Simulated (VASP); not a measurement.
# Cu in VASP: relaxation of the atoms with PBE

Aim: the relaxation of the atoms of Cu with PBE.

Everything below comes from runs of VASP 6.6.1. Logs are shortened: lines on timing, memory, paths and dates and some standing lists are left out, and cuts for length are marked.

**1. The cell of the first run**

The cell holds a slab with vacuum, 3 atoms: a = 2.566 Å, b = 2.566 Å, c = 18.190 Å, α = 90.00°, β = 90.00°, γ = 120.00°.

**2. Relaxation of the atoms, PBE**

Input file INCAR:

```
  PREC = Accurate
  ENCUT = 520
  EDIFF = 1E-6
  ISMEAR = 0
  SIGMA = 0.1
  LREAL = False
  LASPH = True
  NELM = 60
  ALGO = Normal
  ISIF = 2
  LWAVE = False
  LCHARG = False
  LDIPOL = True
  IDIPOL = 3
  DIPOL = 0.5 0.5 0.500
  GGA = PE
  IBRION = 2
  NSW = 70
  EDIFFG = -0.03
```

Input file KPOINTS:

```
Automatic mesh
0
Gamma
  12 12 1
```

Input file POSCAR:

```
Cu
1.0
    2.5659772323      0.0000000000      0.0000000000
   -1.2829886162      2.2222014687      0.0000000000
    0.0000000000      0.0000000000     18.1902232738
Cu
3
Selective dynamics
Direct
    0.6666666667      0.3333333333      0.3848221044  F F F
    0.3333333333      0.6666666667      0.5000000000  T T T
    0.0000000000      0.0000000000      0.6151778956  T T T
```

Potentials or basis: VASP PAW PBE potentials, release 64 (Cu).

Started as:

```
$ cat potpaw_PBE.64/Cu/POTCAR > POTCAR
$ mpirun -np 1 vasp_std > vasp.out
```

OUTCAR:

```text
PREC = Accurate
   ENCUT = 520
   EDIFF = 1E-6
   ISMEAR = 0
   LREAL = False
   LASPH = True
   NELM = 60
   ISIF = 2
   GGA = PE
   IBRION = 2
   NSW = 70
   EDIFFG = -0.03

 ion  position               nearest neighbor table
   1  0.667  0.333  0.385-   2 2.57   2 2.57   2 2.57
   2  0.333  0.667  0.500-   1 2.57   1 2.57   3 2.57   3 2.57   3 2.57   1 2.57
   3  0.000  0.000  0.615-   2 2.57   2 2.57   2 2.57

  LATTYP: Found a hexagonal cell.
 ALAT       =     2.5659772323
 C/A-ratio  =     7.0890041598

  Lattice vectors:

 A1 = (   2.5659772323,   0.0000000000,   0.0000000000)
 A2 = (  -1.2829886162,   2.2222014687,   0.0000000000)
 A3 = (   0.0000000000,   0.0000000000,  18.1902232738)

Analysis of symmetry for initial positions (statically):
=====================================================================
 Subroutine PRICEL returns:
 Original cell was already a primitive cell.

 Routine SETGRP: Setting up the symmetry group for a
 hexagonal supercell.

 Subroutine GETGRP returns: Found 12 space group operations
 (whereof  6 operations were pure point group operations)
 out of a pool of 24 trial point group operations.

The static configuration has the point symmetry C_3v.
 The point group associated with its full space group is D_3d.

Analysis of symmetry for dynamics (positions and initial velocities):
=====================================================================
 Subroutine PRICEL returns:
 Original cell was already a primitive cell.

 Routine SETGRP: Setting up the symmetry group for a
 hexagonal supercell.

 Subroutine GETGRP returns: Found 12 space group operations
 (whereof  6 operations were pure point group operations)
 out of a pool of 24 trial point group operations.

The dynamic configuration has the point symmetry C_3v.
 The point group associated with its full space group is D_3d.

Analysis of constrained symmetry for selective dynamics:
=====================================================================
 Subroutine PRICEL returns:
 Original cell was already a primitive cell.

 Routine SETGRP: Setting up the symmetry group for a
 hexagonal supercell.

 Subroutine GETGRP returns: Found  6 space group operations
 (whereof  6 operations were pure point group operations)
 out of a pool of 24 trial point group operations.

The constrained configuration has the point symmetry C_3v.

 Subroutine INISYM returns: Found  6 space group operations
[... 114 lines left out ...]
  volume/ion in A,a.u.               =      34.57       233.32
  Fermi-wavevector in a.u.,A,eV,Ry     =   1.117604  2.111966 16.994212  1.249039
  Thomas-Fermi vector in A             =   2.254228
   LORBIT       =      0    0 simple, 1 ext, 2 COOP (PROOUT), +10 PAW based schemes
   GGA     = PE    functional components
   LHFCALC =     F    Hartree Fock is set to
   AEXX    =    0.0000 exact exchange contribution
   IVDW    =     0    specifies the selected vdW correction
   LEPSILON=     F    determine dielectric tensor
   LRPA    =     F    only Hartree local field effects (RPA)
 conjugate gradient relaxation of ions
 non-spin polarized calculation
 Gauss-broadening in eV      SIGMA  =   0.10
  energy-cutoff  :      520.00
  volume of cell :      103.72
 maximum number of plane-waves:      2818
 NGX is ok and might be reduce to    20
   NGX =  9   NGY =  9   NGZ = 67

--------------------------------------- Ionic step        1  -------------------------------------------

 number of electron      32.9999998 magnetization

 Free energy of the ion-electron system (eV)
  ---------------------------------------------------
  ext. energy  EPLUGINS =         0.00000000
  ---------------------------------------------------
  free energy    TOTEN  =       -10.22566827 eV

  energy without entropy =      -10.20649733  energy(sigma->0) =      -10.21608280

------------------------ aborting loop because EDIFF is reached ----------------------------------------

  FORCE on cell =-STRESS in cart. coord.  units (eV):
  Direction    XX          YY          ZZ          XY          YZ          ZX
  --------------------------------------------------------------------------------------
  -------------------------------------------------------------------------------------
  Total       -1.0370041     -1.0370041     -0.3342975      0.0000000      0.0000000     -0.0000000
  in kB      -16.0183141    -16.0183141     -5.1638011      0.0000000      0.0000000     -0.0000000
  external PRESSURE =     -12.4001431 kB  Pullay stress =       0.0000000 kB
[... 240 lines left out ...]
  FREE ENERGIE OF THE ION-ELECTRON SYSTEM (eV)
  ---------------------------------------------------
  free  energy   TOTEN  =       -10.2273770196 eV

  energy  without entropy=      -10.2083233092  energy(sigma->0) =      -10.21785016

 dipolmoment           0.000000      0.000000      0.000010 electrons x Angstroem

--------------------------------------- Ionic step        8  -------------------------------------------

 number of electron      33.0000004 magnetization

 dipolmoment           0.000000      0.000000     -0.000041 electrons x Angstroem

 Free energy of the ion-electron system (eV)
  ---------------------------------------------------
  ext. energy  EPLUGINS =         0.00000000
  ---------------------------------------------------
  free energy    TOTEN  =       -10.22759376 eV

  energy without entropy =      -10.20885160  energy(sigma->0) =      -10.21822268

 E-fermi :  -0.4668     XC(G=0):  -5.3320

 val. band max:       -0.4673597720   @ k =   0.0000   0.0000   0.0000
 cond. band min:      -0.4640437799   @ k =   0.2500   0.2500   0.0000
 fundamental gap:      0.0033159921
 Fermi energy:        -0.4667622123

 k-point     1 :       0.0000    0.0000    0.0000
  band No.  band energies     occupation
      1      -9.0345      2.00000
      2      -7.0233      2.00000
      3      -5.5519      2.00000
      4      -3.4031      2.00000
      5      -3.4031      2.00000
      6      -3.3935      2.00000
[... 426 lines left out ...]
     19       4.2948      0.00000
     20       5.6417      0.00000

------------------------ aborting loop because EDIFF is reached ----------------------------------------

 vacuum level on the upper side and lower side of the slab       (xc-potential included)        -0.012        -0.011

  FORCE on cell =-STRESS in cart. coord.  units (eV):
  Direction    XX          YY          ZZ          XY          YZ          ZX
  --------------------------------------------------------------------------------------
  -------------------------------------------------------------------------------------
  Total       -0.7955816     -0.7955816      0.0180244      0.0000000      0.0000000      0.0000000
  in kB      -12.2891281    -12.2891281      0.2784183      0.0000000      0.0000000      0.0000000
  external PRESSURE =      -8.0999459 kB  Pullay stress =       0.0000000 kB
[... 18 lines left out ...]
  FREE ENERGIE OF THE ION-ELECTRON SYSTEM (eV)
  ---------------------------------------------------
  free  energy   TOTEN  =       -10.2275937589 eV

  energy  without entropy=      -10.2088515952  energy(sigma->0) =      -10.21822268

 reached required accuracy - stopping structural energy minimisation

 vacuum level on the upper side and lower side of the slab         4.239         4.238
```

OSZICAR:

```text
N       E                     dE             d eps       ncg     rms          rms(c)
DAV:   1     0.254116715123E+03    0.25412E+03   -0.14333E+04   760   0.196E+03
DAV:   2     0.339752877942E+01   -0.25072E+03   -0.24241E+03   764   0.371E+02
DAV:   3    -0.119178177533E+02   -0.15315E+02   -0.14170E+02   824   0.142E+02
[... 85 lines left out ...]
DAV:   5    -0.102276536711E+02    0.23160E-03   -0.62164E-04  1360   0.998E-01    0.560E-02
DAV:   6    -0.102276070869E+02    0.46584E-04   -0.46048E-04  1220   0.963E-01    0.260E-02
DAV:   7    -0.102275968847E+02    0.10202E-04   -0.93145E-05  1244   0.545E-01    0.139E-02
DAV:   8    -0.102275938292E+02    0.30555E-05   -0.13221E-05  1076   0.900E-02    0.485E-03
DAV:   9    -0.102275937589E+02    0.70282E-07   -0.90327E-07   544   0.234E-02
   8 F= -.10227594E+02 E0= -.10218223E+02  d E =-.103292E-02
```

It took 6.5 min on 1 thread of AMD EPYC 7R13, shared host; peak memory 0.2 GiB.

What came out:

* Free energy: -10.2276 eV
* Energy gained by relaxing: 0.6 meV/atom
* Ionic steps: 8
* Band gap on the k mesh: zero (an odd number of electrons rules out a gap without spin polarisation)

The path:
| step | energy change (eV) | largest force on free atoms (eV/Å) | pressure (GPa) |
| --- | --- | --- | --- |
| 1 | 0.0000 | 0.0757 | -1.24 |
| 2 | -0.0003 | 0.0647 | -1.22 |
| 3 | -0.0008 | 0.0518 | -1.19 |
| 4 | -0.0006 | 0.1348 | -0.95 |
| 5 | -0.0009 | 0.0807 | -1.13 |
| 6 | -0.0011 | 0.0703 | -1.05 |
| 7 | -0.0017 | 0.0394 | -0.98 |
| 8 | -0.0019 | 0.0259 | -0.81 |

Final structure:
```
Cu
1.0
     2.56598    0.00000    0.00000
    -1.28299    2.22220    0.00000
     0.00000    0.00000   18.19022
Cu
3
Direct
  0.66667 0.33333 0.38482
  0.33333 0.66667 0.49824
  0.00000 0.00000 0.61204
```
